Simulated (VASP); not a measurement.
Write the native input for VASP 6.6.1 that does the following.

```
Task                   : single point
Functional             : LDA
Potentials or basis    : VASP PAW LDA potentials, release 64 (Cd, F)
Cutoff                 : 520 eV
k mesh                 : 8 × 8 × 8
Occupations            : gaussian, width 0.05 eV
Spin                   : no spin polarisation
Dipole correction      : no
Further INCAR settings : ALGO = Normal; EDIFF = 1e-06; NBANDS = 20
```

The structure of CdF2 lies in POSCAR:

```
CdF2
1.0
    0.0000000000      2.6940000000      2.6940000000
    2.3909250000      0.0000000000      2.6940000000
    2.3909250000      2.6940000000      0.0000000000
Cd F
1 2
Direct
    0.0000000000      0.0000000000      0.0000000000
    0.2500000000      0.2500000000      0.2500000000
    0.7500000000      0.7500000000      0.7500000000
```

This cell differs from its parent crystal: strain -0.1125 x Voigt [1, 0, 0, 0, 0, 0].

One way to write it, as run:

INCAR

```
ALGO     = Normal         # electronic algorithm
EDIFF    = 1E-6           # SCF threshold, eV
ENCUT    = 520            # plane-wave cutoff, eV
ISIF     = 2              # what is computed and relaxed
ISMEAR   = 0              # smearing method
LASPH    = True           # aspherical terms in the spheres
LCHARG   = True           # write CHGCAR
LELF     = True           # ELF
LREAL    = False          # projectors in reciprocal space
LVHAR    = True         
LWAVE    = False          # write WAVECAR
NBANDS   = 20             # bands
NELM     = 60             # most SCF steps
PREC     = Accurate       # precision mode
SIGMA    = 0.05           # smearing width, eV
```

KPOINTS

```
k-points
0
Gamma
  8 8 8
```

Potentials or basis: VASP PAW LDA potentials, release 64 (Cd, F).

Command:

```sh
$ cat potpaw_LDA.64/Cd/POTCAR potpaw_LDA.64/F/POTCAR > POTCAR
$ mpirun -np 1 vasp_std > vasp.out
```

Results of the run:

```yaml
Pressure: 11.8 GPa
Band_gap_on_the_k_mesh: 2.81 eV, indirect (least direct gap 3.28 eV)
```

Caveat: the cell differs from its parent crystal (strain -0.1125 x Voigt [1, 0, 0, 0, 0, 0]).

Run time: 21 s on 1 thread of Intel(R) Xeon(R) Platinum 8488C (Sapphire Rapids), with other jobs on the host, peak memory 0.16 GiB.
